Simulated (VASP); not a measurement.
# SrO (R-3m) in VASP: single point with HSE06

Aim: the single point of SrO with HSE06.

All numbers are computed with VASP 6.6.1; they aren't measurements. Logs are shortened: lines on timing, memory, paths and dates and some standing lists are left out, and cuts for length are marked.

### 1 The cell of the first run

Symmetry: R-3m, No. 166, trigonal system. Conventional cell: a = 3.649 Å, b = 3.649 Å, c = 9.384 Å, α = 90.00°, β = 90.00°, γ = 120.00°. Sr (site symmetry -3m) has 6 O at 2.62 Å within 3.5 Å. Within 3.5 Å of O (site symmetry -3m) lie 6 Sr at 2.62 Å.

### 2 Single point, HSE06 (strain along [111] +5.0%)

POSCAR

```
SrO
1.0
    0.0859964109      2.6658887381      2.6658887381
    2.6658887381      0.0859964109      2.6658887381
    2.6658887381      2.6658887381      0.0859964109
Sr O
1 1
Direct
    0.0000000000      0.0000000000      0.0000000000
    0.5000000000      0.5000000000      0.5000000000
```

INCAR.step1

```
SYSTEM = SrO
  ALGO = Normal
  EDIFF = 1E-5
  ENCUT = 520
  GGA = PE
  ISIF = 2
  ISMEAR = 0
  LASPH = .True.
  LREAL = .False.
  LWAVE = .True.
  NBANDS = 15
  NELM = 100
  PREC = Accurate
  SIGMA = 0.01
```

INCAR.step2

```
SYSTEM = SrO
  ALGO = Normal
  EDIFF = 1E-6
  ENCUT = 520
  GGA = PE
  HFSCREEN = 0.2079
  ISIF = 2
  ISMEAR = 0
  ISTART = 1
  LASPH = .True.
  LCHARG = .True.
  LELF = .True.
  LHFCALC = .True.
  LREAL = .False.
  LVHAR = .True.
  LWAVE = .False.
  NBANDS = 15
  NELM = 100
  PREC = Accurate
  PRECFOCK = Normal
  SIGMA = 0.01
```

KPOINTS

```
k-points
0
Gamma
  6 6 6
  0 0 0
```

Potentials or basis: VASP PAW PBE potentials, release 64 (Sr_sv, O).

Started as:

```sh
$ cat potpaw_PBE.64/Sr_sv/POTCAR potpaw_PBE.64/O/POTCAR > POTCAR
$ cp INCAR.step1 INCAR
$ mpirun -np 1 vasp_std > vasp.out
$ cp INCAR.step2 INCAR
$ mpirun -np 1 vasp_std > vasp.out
```

OUTCAR:

```text
SYSTEM = SrO
   EDIFF = 1E-6
   ENCUT = 520
   GGA = PE
   HFSCREEN = 0.2079
   ISIF = 2
   ISMEAR = 0
   ISTART = 1
   LASPH = .True.
   LHFCALC = .True.
   LREAL = .False.
   NELM = 100
   PREC = Accurate
   PRECFOCK = Normal

 ion  position               nearest neighbor table
   1  0.000  0.000  0.000-   2 2.62   2 2.62   2 2.62   2 2.62   2 2.62   2 2.62
   2  0.500  0.500  0.500-   1 2.62   1 2.62   1 2.62   1 2.62   1 2.62   1 2.62

  LATTYP: Found a trigonal (rhomboedric) cell.
 ALAT       =     3.7711166663
 COS(alpha) =     0.5319812792

  Lattice vectors:

 A1 = (   0.0859964109,   2.6658887381,   2.6658887381)
 A2 = (   2.6658887381,   0.0859964109,   2.6658887381)
 A3 = (   2.6658887381,   2.6658887381,   0.0859964109)

Analysis of symmetry for initial positions (statically):
=====================================================================
 Subroutine PRICEL returns:
 Original cell was already a primitive cell.

 Routine SETGRP: Setting up the symmetry group for a
 trigonal (rhombohedral) supercell.

 Subroutine GETGRP returns: Found 12 space group operations
 (whereof 12 operations were pure point group operations)
 out of a pool of 12 trial point group operations.

The static configuration has the point symmetry D_3d.

Analysis of symmetry for dynamics (positions and initial velocities):
=====================================================================
 Subroutine PRICEL returns:
 Original cell was already a primitive cell.

 Routine SETGRP: Setting up the symmetry group for a
 trigonal (rhombohedral) supercell.

 Subroutine GETGRP returns: Found 12 space group operations
 (whereof 12 operations were pure point group operations)
 out of a pool of 12 trial point group operations.

The dynamic configuration has the point symmetry D_3d.

 Subroutine INISYM returns: Found 12 space group operations
 (whereof 12 operations are pure point group operations),
 and found     1 'primitive' translations

----------------------------------------------------------------------------------------

                                     Primitive cell

  volume of cell :      36.0599

  direct lattice vectors                    reciprocal lattice vectors
     0.085996411  2.665888738  2.665888738    -0.196882832  0.190730244  0.190730244
     2.665888738  0.085996411  2.665888738     0.190730244 -0.196882832  0.190730244
     2.665888738  2.665888738  0.085996411     0.190730244  0.190730244 -0.196882832

  length of vectors
     3.771116666  3.771116666  3.771116666     0.333944458  0.333944458  0.333944458

  position of ions in fractional coordinates (direct lattice)
     0.000000000  0.000000000  0.000000000
     0.500000000  0.500000000  0.500000000

  ion indices of the primitive-cell ions
   primitive index   ion index
                 1           1
                 2           2

----------------------------------------------------------------------------------------

 KPOINTS: k-points

Automatic generation of k-mesh.
 Grid dimensions read from file:
 generate k-points for:    6    6    6

 Generating k-lattice:

  Cartesian coordinates                     Fractional coordinates (reciprocal lattice)
    -0.032813805  0.031788374  0.031788374     0.166666667 -0.000000000 -0.000000000
     0.031788374 -0.032813805  0.031788374    -0.000000000  0.166666667 -0.000000000
     0.031788374  0.031788374 -0.032813805    -0.000000000 -0.000000000  0.166666667

  Length of vectors
     0.055657410  0.055657410  0.055657410

  Shift w.r.t. Gamma in fractional coordinates (k-lattice)
     0.000000000  0.000000000  0.000000000

 Subroutine IBZKPT returns following result:
 ===========================================

 Found     32 irreducible k-points:

 Following reciprocal coordinates:
            Coordinates               Weight
  0.000000  0.000000  0.000000      1.000000
  0.166667  0.000000  0.000000      6.000000
  0.333333  0.000000  0.000000      6.000000
  0.500000  0.000000 -0.000000      3.000000
  0.166667  0.166667 -0.000000      6.000000
  0.333333  0.166667  0.000000     12.000000
[... 16 lines left out ...]
  0.500000  0.500000  0.166667      6.000000
 -0.333333  0.500000  0.166667     12.000000
 [... further k-points ...]
   k-points           NKPTS =     32   k-points in BZ     NKDIM =    216   number of bands    NBANDS=     15
   number of dos      NEDOS =    301   number of ions     NIONS =      2
   total plane-waves  NPLWV =  21952
   dimension x,y,z NGX =    28 NGY =   28 NGZ =   28
   dimension x,y,z NGXF=    56 NGYF=   56 NGZF=   56
   ions per type =               1   1
   NGX,Y,Z   is equivalent  to a cutoff of  12.34, 12.34, 12.34 a.u.
   NGXF,Y,Z  is equivalent  to a cutoff of  24.69, 24.69, 24.69 a.u.
 SYSTEM =  SrO
   PREC   = accura    normal or accurate (medium, high low for compatibility)
   ISTART =      1    job   : 0-new  1-cont  2-samecut
   ICHARG =      0    charge: 1-file 2-atom 10-const
   ISPIN  =      1    spin polarized calculation?
   LNONCOLLINEAR =      F non collinear calculations
   LSORBIT =      F    spin-orbit coupling
   LASPH  =      T    aspherical Exc in radial PAW
   ENCUT  =  520.0 eV  38.22 Ry    6.18 a.u.   7.01  7.01  7.01*2*pi/ulx,y,z
   NELM   =    100;   NELMIN=  2; NELMDL=  0     # of ELM steps
   EDIFF  = 0.1E-05   stopping-criterion for ELM
   LREAL  =      F    real-space projection
   EDIFFG = 0.1E-04   stopping-criterion for IOM
   NSW    =      0    number of steps for IOM
   IBRION =     -1    ionic relax: 0-MD 1-quasi-New 2-CG
   NFREE  =      0    steps in history (QN), initial steepest desc. (CG)
   ISIF   =      2    stress and relaxation
   ISYM   =      3    0-nonsym 1-usesym 2-fastsym
   POTIM  = 0.5000    time-step for ionic-motion
   TEBEG  =    0.0;   TEEND  =   0.0 temperature during run
   PSTRESS=    0.0 pullay stress
   NELECT =      16.0000    total number of electrons
   NUPDOWN=      -1.0000    fix difference up-down
   EMIN   =  10.00;   EMAX   =-10.00  energy-range for DOS
   EFERMI =   0.00;   METHOD = LEGACY
   ISMEAR =     0;   SIGMA  =   0.01  broadening in eV -4-tet -1-fermi 0-gaus
   EFERMI_NEDOS =   21; number of points for ismear=-14 and -15
   IALGO  =     38    algorithm
   IMIX   =      1    mixing-type and parameters
     AMIX     =   0.40;   BMIX     =  1.00
     AMIX_MAG =   1.60;   BMIX_MAG =  1.00
  volume/ion in A,a.u.               =      18.03       121.67
  Fermi-wavevector in a.u.,A,eV,Ry     =   1.248648  2.359603 21.213152  1.559123
  Thomas-Fermi vector in A             =   2.382725
   LORBIT       =      0    0 simple, 1 ext, 2 COOP (PROOUT), +10 PAW based schemes
   GGA     = PE    functional components
   LHFCALC =     T    Hartree Fock is set to
   PRECFOCK=normal    Normal, Fast or Accurate (Low or Medium for compatibility)
   ENCUT4O =  -1.0   cutoff for four orbital integrals eV
   NKREDX  =     1    reduce k-point grid by
   NKREDY  =     1    reduce k-point grid by
   NKREDZ  =     1    reduce k-point grid by
   AEXX    =    0.2500 exact exchange contribution
   HFSCREEN=    0.2079 screening length (either q_TF or 0.3 A-1)
   HFSCREENC=   0.2079 screening length for correlation (either q_TF or 0.3 A-1)
   ENCUTFOCK=  -1.0 apply spherical cutoff to Coloumb kernel
   IVDW    =     0    specifies the selected vdW correction
   LEPSILON=     F    determine dielectric tensor
   LRPA    =     F    only Hartree local field effects (RPA)
 non-spin polarized calculation
 Gauss-broadening in eV      SIGMA  =   0.01
  energy-cutoff  :      520.00
  volume of cell :       36.06
 maximum number of plane-waves:      1002
  NGX = 24; NGY = 24; NGZ = 24

 number of electron      16.0000001 magnetization

 Free energy of the ion-electron system (eV)
  ---------------------------------------------------
  ext. energy  EPLUGINS =         0.00000000
  ---------------------------------------------------
  free energy    TOTEN  =       -14.14213111 eV

  energy without entropy =      -14.14213111  energy(sigma->0) =      -14.14213111

 E-fermi :   0.4881     XC(G=0):  -8.0485

 val. band max:        0.3992831752   @ k =   0.0000   0.0000   0.0000
 cond. band min:       5.0875355522   @ k =   0.5000   0.5000   0.0000
 fundamental gap:      4.6882523770
 Fermi energy:         0.4880876225

 k-point     1 :       0.0000    0.0000    0.0000
  band No.  band energies     occupation
      1     -34.2299      2.00000
      2     -16.1331      2.00000
      3     -14.6454      2.00000
      4     -14.6268      2.00000
      5     -14.6268      2.00000
      6       0.2858      2.00000
      7       0.3993      2.00000
      8       0.3993      2.00000
      9       5.3457      0.00000
     10       7.7051      0.00000
     11       8.2321      0.00000
     12       8.2321      0.00000
     13      10.2115      0.00000
     14      10.2115      0.00000
     15      14.3184      0.00000

 k-point     2 :       0.1667    0.0000    0.0000
  band No.  band energies     occupation
      1     -34.1999      2.00000
      2     -16.5376      2.00000
      3     -14.6566      2.00000
      4     -14.6517      2.00000
      5     -14.2964      2.00000
      6      -0.3161      2.00000
      7      -0.0333      2.00000
      8       0.1012      2.00000
      9       6.4951      0.00000
     10       7.8741      0.00000
     11       8.3114      0.00000
     12       8.8026      0.00000
     13      10.8732      0.00000
     14      10.8781      0.00000
     15      16.0574      0.00000
[... 365 lines left out ...]
      3     -15.2407      2.00000
      4     -14.8715      2.00000
      5     -14.4817      2.00000
      6      -0.4728      2.00000
      7      -0.2006      2.00000
      8       0.0474      2.00000
      9       5.8978      0.00000
     10       9.4886      0.00000
     11      10.6800      0.00000
     12      12.0031      0.00000
     13      12.3795      0.00000
     14      13.8482      0.00000
     15      15.1783      0.00000

 k-point    24 :      -0.3333    0.5000    0.1667
  band No.  band energies     occupation
      1     -34.0805      2.00000
      2     -16.5129      2.00000
      3     -15.3652      2.00000
      4     -15.0770      2.00000
      5     -14.3548      2.00000
      6      -0.5283      2.00000
      7      -0.2296      2.00000
      8      -0.0281      2.00000
      9       6.4276      0.00000
     10       9.3280      0.00000
     11      10.1010      0.00000
     12      12.7037      0.00000
     13      12.9377      0.00000
     14      14.4365      0.00000
     15      15.1279      0.00000

 [... further k-points ...]

------------------------ aborting loop because EDIFF is reached ----------------------------------------

  FORCE on cell =-STRESS in cart. coord.  units (eV):
  Direction    XX          YY          ZZ          XY          YZ          ZX
  --------------------------------------------------------------------------------------
  -------------------------------------------------------------------------------------
  Total       -0.8952402     -0.8952402     -0.8952402     -0.4594067     -0.4594067     -0.4594067
  in kB      -39.7764607    -39.7764607    -39.7764607    -20.4119224    -20.4119224    -20.4119224
  external PRESSURE =     -39.7764607 kB  Pullay stress =       0.0000000 kB

 VOLUME and BASIS-vectors are now :
 -----------------------------------------------------------------------------
  energy-cutoff  :      520.00
  volume of cell :       36.06
      direct lattice vectors                 reciprocal lattice vectors
     0.085996411  2.665888738  2.665888738    -0.196882832  0.190730244  0.190730244
     2.665888738  0.085996411  2.665888738     0.190730244 -0.196882832  0.190730244
     2.665888738  2.665888738  0.085996411     0.190730244  0.190730244 -0.196882832

 POSITION                                       TOTAL-FORCE (eV/Angst)
 -----------------------------------------------------------------------------------
      0.00000      0.00000      0.00000         0.000000     -0.000000      0.000000
      2.70889      2.70889      2.70889        -0.000000      0.000000     -0.000000
 -----------------------------------------------------------------------------------
    total drift:                               -0.000000     -0.000000     -0.000000

  FREE ENERGIE OF THE ION-ELECTRON SYSTEM (eV)
  ---------------------------------------------------
  free  energy   TOTEN  =       -14.1421311066 eV

  energy  without entropy=      -14.1421311066  energy(sigma->0) =      -14.14213111
```

It took 79 min on 1 thread of Oxide Virtual Turin-like, shared host; peak memory 0.25 GiB.

What came out:

| Item | Value |
| --- | --- |
| Free energy | -14.1421 eV |
| Pressure | -4.0 GPa |
| Band gap on the k mesh | 4.69 eV (least direct gap 4.83 eV) |

Caveat: the cell differs from its parent crystal (strain along [111] +5.0%); the cell stands under tension; the PAW data sets were made with another functional, which shifts forces and pressure a little. A k mesh can miss the band edges.
